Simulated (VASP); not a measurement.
# SiO2 (Quartz high) (P6_222) in VASP: further runs

Aim: see how the results for SiO2 (Quartz high) move with the level of theory and the settings. Levels: LDA, PBEsol, PBE. Tasks: single point.

Everything below comes from runs of VASP 6.6.1. Logs are shortened: lines on timing, memory, paths and dates and some standing lists are left out, and cuts for length are marked.

### Step 1. The cell of the first run

The structure is hexagonal, space group P6_222 (No. 180). The conventional cell has a = 5.040 Å, b = 5.040 Å, c = 5.526 Å, α = 90.00°, β = 90.00°, γ = 120.00°. Si (site symmetry 222) has 4 O at 1.60 Å within 2.1 Å. O (site symmetry 2) has 2 Si at 1.60 Å within 2.1 Å.

### Step 2. Single point, LDA

INCAR

```
SYSTEM = SiO2
  PREC = Accurate
  ENCUT = 520
  EDIFF = 1E-6
  ISMEAR = -1
  SIGMA = 0.02
  LREAL = .FALSE.
  LASPH = .TRUE.
  NELM = 100
  ALGO = Normal
  ISIF = 2
  LWAVE = .FALSE.
  LCHARG = .FALSE.
  GGA = CA
  NBANDS = 34
```

KPOINTS

```
regular mesh
0
G
  6 6 6
  0 0 0
```

POSCAR

```
SiO2
1.0
    5.0396919377      0.0000000000      0.0000000000
   -2.5198459689      4.3645012453      0.0000000000
    0.0000000000      0.0000000000      5.5264733750
Si O
3 6
Direct
    0.5000000000      0.5000000000      0.3333333333
    0.0000000000      0.5000000000      0.6666666667
    0.5000000000      0.0000000000      0.0000000000
    0.2077706707      0.7922293293      0.8333333333
    0.4155413414      0.2077706707      0.1666666667
    0.2077706707      0.4155413414      0.5000000000
    0.7922293293      0.2077706707      0.8333333333
    0.5844586586      0.7922293293      0.1666666667
    0.7922293293      0.5844586586      0.5000000000
```

Potentials or basis: VASP PAW LDA potentials, release 64 (Si, O).

The run is started by

```
$ cat potpaw_LDA.64/Si/POTCAR potpaw_LDA.64/O/POTCAR > POTCAR
$ mpirun -np 1 vasp_std > vasp.out
```

OUTCAR:

```text
SYSTEM = SiO2
   PREC = Accurate
   ENCUT = 520
   EDIFF = 1E-6
   ISMEAR = -1
   LREAL = .FALSE.
   LASPH = .TRUE.
   NELM = 100
   ISIF = 2
   GGA = CA

 ion  position               nearest neighbor table
   1  0.500  0.500  0.333-   5 1.60   8 1.60   6 1.60   9 1.60   3 3.12   3 3.12   2 3.12   2 3.12

   2  0.000  0.500  0.667-   4 1.60   7 1.60   6 1.60   9 1.60   3 3.12   3 3.12   1 3.12   1 3.12

   3  0.500  0.000  0.000-   4 1.60   7 1.60   5 1.60   8 1.60   2 3.12   2 3.12   1 3.12   1 3.12

   4  0.208  0.792  0.833-   2 1.60   3 1.60
   5  0.416  0.208  0.167-   1 1.60   3 1.60
   6  0.208  0.416  0.500-   1 1.60   2 1.60
   7  0.792  0.208  0.833-   2 1.60   3 1.60
   8  0.584  0.792  0.167-   1 1.60   3 1.60
   9  0.792  0.584  0.500-   1 1.60   2 1.60

  LATTYP: Found a hexagonal cell.
 ALAT       =     5.0396919377
 C/A-ratio  =     1.0965895224

  Lattice vectors:

 A1 = (   5.0396919377,   0.0000000000,   0.0000000000)
 A2 = (  -2.5198459689,   4.3645012453,   0.0000000000)
 A3 = (   0.0000000000,   0.0000000000,   5.5264733750)

Analysis of symmetry for initial positions (statically):
=====================================================================
 Subroutine PRICEL returns:
 Original cell was already a primitive cell.

 Routine SETGRP: Setting up the symmetry group for a
 hexagonal supercell.

 Subroutine GETGRP returns: Found 12 space group operations
 (whereof  4 operations were pure point group operations)
 out of a pool of 24 trial point group operations.

The static configuration has the point symmetry D_2 .
 The point group associated with its full space group is D_6 .

Analysis of symmetry for dynamics (positions and initial velocities):
=====================================================================
 Subroutine PRICEL returns:
 Original cell was already a primitive cell.

 Routine SETGRP: Setting up the symmetry group for a
 hexagonal supercell.

 Subroutine GETGRP returns: Found 12 space group operations
 (whereof  4 operations were pure point group operations)
 out of a pool of 24 trial point group operations.

The dynamic configuration has the point symmetry D_2 .
 The point group associated with its full space group is D_6 .

 Subroutine INISYM returns: Found 12 space group operations
 (whereof  4 operations are pure point group operations),
 and found     1 'primitive' translations
[... 113 lines left out ...]
   IBRION =     -1    ionic relax: 0-MD 1-quasi-New 2-CG
   NFREE  =      0    steps in history (QN), initial steepest desc. (CG)
   ISIF   =      2    stress and relaxation
   ISYM   =      2    0-nonsym 1-usesym 2-fastsym
   POTIM  = 0.5000    time-step for ionic-motion
   TEBEG  =    0.0;   TEEND  =   0.0 temperature during run
   PSTRESS=    0.0 pullay stress
   NELECT =      48.0000    total number of electrons
   NUPDOWN=      -1.0000    fix difference up-down
   EMIN   =  10.00;   EMAX   =-10.00  energy-range for DOS
   EFERMI =   0.00;   METHOD = LEGACY
   ISMEAR =    -1;   SIGMA  =   0.02  broadening in eV -4-tet -1-fermi 0-gaus
   EFERMI_NEDOS =   21; number of points for ismear=-14 and -15
   IALGO  =     38    algorithm
   IMIX   =      4    mixing-type and parameters
     AMIX     =   0.40;   BMIX     =  1.00
     AMIX_MAG =   1.60;   BMIX_MAG =  1.00
  volume/ion in A,a.u.               =      13.51        91.15
  Fermi-wavevector in a.u.,A,eV,Ry     =   1.201046  2.269648 19.626564  1.442512
  Thomas-Fermi vector in A             =   2.336866
   LORBIT       =      0    0 simple, 1 ext, 2 COOP (PROOUT), +10 PAW based schemes
   GGA     = CA    functional components
   LHFCALC =     F    Hartree Fock is set to
   AEXX    =    0.0000 exact exchange contribution
   IVDW    =     0    specifies the selected vdW correction
   LEPSILON=     F    determine dielectric tensor
   LRPA    =     F    only Hartree local field effects (RPA)
 non-spin polarized calculation
  energy-cutoff  :      520.00
  volume of cell :      121.56
 maximum number of plane-waves:      3308
 NGX is ok and might be reduce to    40
   NGX = 19   NGY = 19   NGZ = 21

 number of electron      47.9999978 magnetization

 Free energy of the ion-electron system (eV)
  ---------------------------------------------------
  ext. energy  EPLUGINS =         0.00000000
  ---------------------------------------------------
  free energy    TOTEN  =       -77.81053052 eV

  energy without entropy =      -77.81053052  energy(sigma->0) =      -77.81053052

 E-fermi :   0.8238     XC(G=0):  -9.3602

 val. band max:        0.3562969345   @ k =   0.5000   0.0000   0.0000
 cond. band min:       5.8469059145   @ k =   0.0000   0.0000   0.0000
 fundamental gap:      5.4906089800
 Fermi energy:         0.8237503062

 k-point     1 :       0.0000    0.0000    0.0000
  band No.  band energies     occupation
      1     -18.8784      2.00000
      2     -17.3561      2.00000
      3     -17.3561      2.00000
      4     -16.7119      2.00000
      5     -16.6723      2.00000
      6     -16.6723      2.00000
[... 877 lines left out ...]
     33      11.7857      0.00000
     34      12.0706      0.00000

 [... further k-points ...]

------------------------ aborting loop because EDIFF is reached ----------------------------------------

  FORCE on cell =-STRESS in cart. coord.  units (eV):
  Direction    XX          YY          ZZ          XY          YZ          ZX
  --------------------------------------------------------------------------------------
  -------------------------------------------------------------------------------------
  Total        0.3196109      0.3196109      0.3677692     -0.0000000     -0.0000000     -0.0000000
  in kB        4.2125542      4.2125542      4.8472924     -0.0000000     -0.0000000     -0.0000000
  external PRESSURE =       4.4241336 kB  Pullay stress =       0.0000000 kB

 VOLUME and BASIS-vectors are now :
 -----------------------------------------------------------------------------
  energy-cutoff  :      520.00
  volume of cell :      121.56
      direct lattice vectors                 reciprocal lattice vectors
     5.039691938  0.000000000  0.000000000     0.198424827  0.114560627  0.000000000
    -2.519845969  4.364501245  0.000000000     0.000000000  0.229121254  0.000000000
     0.000000000  0.000000000  5.526473375     0.000000000  0.000000000  0.180947221

 POSITION                                       TOTAL-FORCE (eV/Angst)
 -----------------------------------------------------------------------------------
      1.25992      2.18225      1.84216         0.000000     -0.000000     -0.000000
     -1.25992      2.18225      3.68432         0.000000      0.000000     -0.000000
      2.51985      0.00000      0.00000         0.000000     -0.000000      0.000000
     -0.94920      3.45769      4.60539         0.000533     -0.000308      0.000000
      1.57065      0.90682      0.92108         0.000533      0.000308      0.000000
     -0.00000      1.81363      2.76324        -0.000000      0.000616     -0.000000
      3.46904      0.90682      4.60539        -0.000533      0.000308     -0.000000
      0.94920      3.45769      0.92108        -0.000533     -0.000308     -0.000000
      2.51985      2.55087      2.76324         0.000000     -0.000616      0.000000
 -----------------------------------------------------------------------------------
    total drift:                               -0.000000      0.000000      0.000001

  FREE ENERGIE OF THE ION-ELECTRON SYSTEM (eV)
  ---------------------------------------------------
  free  energy   TOTEN  =       -77.8105305156 eV

  energy  without entropy=      -77.8105305156  energy(sigma->0) =      -77.81053052
```

stdout:

```text
POSCAR found type information on POSCAR SiO
 POSCAR found :  2 types and       9 ions
 scaLAPACK will be used
 LDA part: xc-table for (Slater(with rela. corr.)+CA(PZ))
 , standard interpolation
 POSCAR, INCAR and KPOINTS ok, starting setup
 FFT: planning ... GRIDC
 FFT: planning ... GRID_SOFT
 FFT: planning ... GRID
 WAVECAR not read
 entering main loop
```

Wall time 66 s (1 thread of Intel Xeon Platinum 8488C (Sapphire Rapids), shared host); peak memory 0.24 GiB.

Results:

| Quantity | Value |
| --- | --- |
| Free energy | -77.8105 eV |
| Pressure | 0.4 GPa |
| Band gap on the k mesh | 5.49 eV, indirect (least direct gap 5.68 eV) |

Levels at points of the mesh, in eV from the valence-band top:
```tsv
k point	band 22	band 23	band 24	band 25	band 26	band 27
(0.00, 0.00, 0.00)	-0.49	-0.49	-0.19	5.49	8.73	8.73
(0.50, 0.00, 0.00)	-1.02	-0.36	0.00	7.53	8.38	9.40
(0.00, 0.00, 0.50)	-0.29	0.00	0.00	7.32	7.32	8.19
(0.50, 0.00, 0.50)	-0.75	-0.71	-0.35	8.57	8.98	9.01
```

### Step 3. Single point, PBEsol

This run uses another cell than the first one, of 13.81 Å³/atom, 1.023 times its volume.

INCAR

```
PREC = Accurate ; ENCUT = 520
EDIFF = 1E-6 ; ISMEAR = -1
SIGMA = 0.02 ; LREAL = F
LASPH = T ; NELM = 80
ALGO = Normal ; ISIF = 2
LWAVE = F ; LCHARG = F
GGA = PS ; NBANDS = 34
```

KPOINTS

```
regular mesh
0
Gamma
  6 6 6
```

POSCAR

```
SiO2
1.0
    5.0811702600      0.0000000000      0.0000000000
   -2.5405851300      4.4004225261      0.0000000000
    0.0000000000      0.0000000000      5.5590714532
Si O
3 6
Direct
    0.5000000000      0.5000000000      0.3333333333
    0.0000000000      0.5000000000      0.6666666667
    0.5000000000      0.0000000000      0.0000000000
    0.2077106144      0.7922893856      0.8333333333
    0.4154212289      0.2077106144      0.1666666667
    0.2077106144      0.4154212289      0.5000000000
    0.7922893856      0.2077106144      0.8333333333
    0.5845787711      0.7922893856      0.1666666667
    0.7922893856      0.5845787711      0.5000000000
```

Potentials or basis: VASP PAW PBE potentials, release 64 (Si, O).

The run is started by

```
$ cat potpaw_PBE.64/Si/POTCAR potpaw_PBE.64/O/POTCAR > POTCAR
$ mpirun -np 1 vasp_std > vasp.out
```

OUTCAR:

```text
PREC = Accurate
   ENCUT = 520
   EDIFF = 1E-6
   ISMEAR = -1
   LREAL = F
   LASPH = T
   NELM = 80
   ISIF = 2
   GGA = PS

 ion  position               nearest neighbor table
   1  0.500  0.500  0.333-   5 1.62   8 1.62   6 1.62   9 1.62   3 3.14   3 3.14   2 3.14   2 3.14

   2  0.000  0.500  0.667-   4 1.62   7 1.62   6 1.62   9 1.62   3 3.14   3 3.14   1 3.14   1 3.14

   3  0.500  0.000  0.000-   5 1.62   8 1.62   7 1.62   4 1.62   1 3.14   2 3.14   1 3.14   2 3.14

[... 1110 lines left out ...]
  Total        0.3138363      0.3138363      0.3678713     -0.0000000      0.0000000      0.0000000
  in kB        4.0453240      4.0453240      4.7418308     -0.0000000      0.0000000      0.0000000
  external PRESSURE =       4.2774930 kB  Pullay stress =       0.0000000 kB

 VOLUME and BASIS-vectors are now :
 -----------------------------------------------------------------------------
  energy-cutoff  :      520.00
  volume of cell :      124.30
      direct lattice vectors                 reciprocal lattice vectors
     5.081170260  0.000000000  0.000000000     0.196805056  0.113625452  0.000000000
    -2.540585130  4.400422526  0.000000000     0.000000000  0.227250905  0.000000000
     0.000000000  0.000000000  5.559071453     0.000000000  0.000000000  0.179886157

 POSITION                                       TOTAL-FORCE (eV/Angst)
 -----------------------------------------------------------------------------------
      1.27029      2.20021      1.85302         0.000000      0.000000     -0.000000
     -1.27029      2.20021      3.70605         0.000000      0.000000      0.000000
      2.54059      0.00000      0.00000         0.000000      0.000000     -0.000000
     -0.95747      3.48641      4.63256         0.001757     -0.001014     -0.000000
      1.58312      0.91401      0.92651         0.001757      0.001014      0.000000
     -0.00000      1.82803      2.77954         0.000000      0.002029     -0.000000
      3.49805      0.91401      4.63256        -0.001757      0.001014      0.000000
      0.95747      3.48641      0.92651        -0.001757     -0.001014      0.000000
      2.54059      2.57239      2.77954         0.000000     -0.002029      0.000000
 -----------------------------------------------------------------------------------
    total drift:                               -0.000000      0.000000     -0.000001

  FREE ENERGIE OF THE ION-ELECTRON SYSTEM (eV)
  ---------------------------------------------------
  free  energy   TOTEN  =       -73.9603368174 eV

  energy  without entropy=      -73.9603368174  energy(sigma->0) =      -73.96033682
```

stdout:

```text
POSCAR found type information on POSCAR SiO
 POSCAR found :  2 types and       9 ions
 scaLAPACK will be used
 -----------------------------------------------------------------------------
|                                                                             |
|                                                                             |
|     You enforced a specific xc type in the INCAR file but a different       |
|     I HOPE YOU KNOW WHAT YOU ARE DOING!                                     |
|                                                                             |
 -----------------------------------------------------------------------------

 LDA part: xc-table for (Slater+PW92), standard interpolation
 POSCAR, INCAR and KPOINTS ok, starting setup
 FFT: planning ... GRIDC
 FFT: planning ... GRID_SOFT
 FFT: planning ... GRID
 WAVECAR not read
 entering main loop
```

It took 72 s on 1 thread of Intel Xeon Platinum 8488C (Sapphire Rapids), shared host; peak memory 0.27 GiB.

Results:

| Property | Result |
| --- | --- |
| Free energy | -73.9603 eV |
| Pressure | 0.4 GPa |
| Band gap on the k mesh | 5.55 eV, indirect (least direct gap 5.73 eV) |

Forces in eV/Å, atoms in the order of the input:
```
Si   0.000  0.000  0.000
Si   0.000  0.000  0.000
Si   0.000  0.000  0.000
O    0.002 -0.001  0.000
O    0.002  0.001  0.000
O    0.000  0.002  0.000
O   -0.002  0.001  0.000
O   -0.002 -0.001  0.000
O    0.000 -0.002  0.000
```

Caveat: the PAW data sets were made with another functional, which shifts forces and pressure a little. PBEsol gaps usually lie below the measured ones, often by a third to a half.

(Part 1 of 2 ends here.)
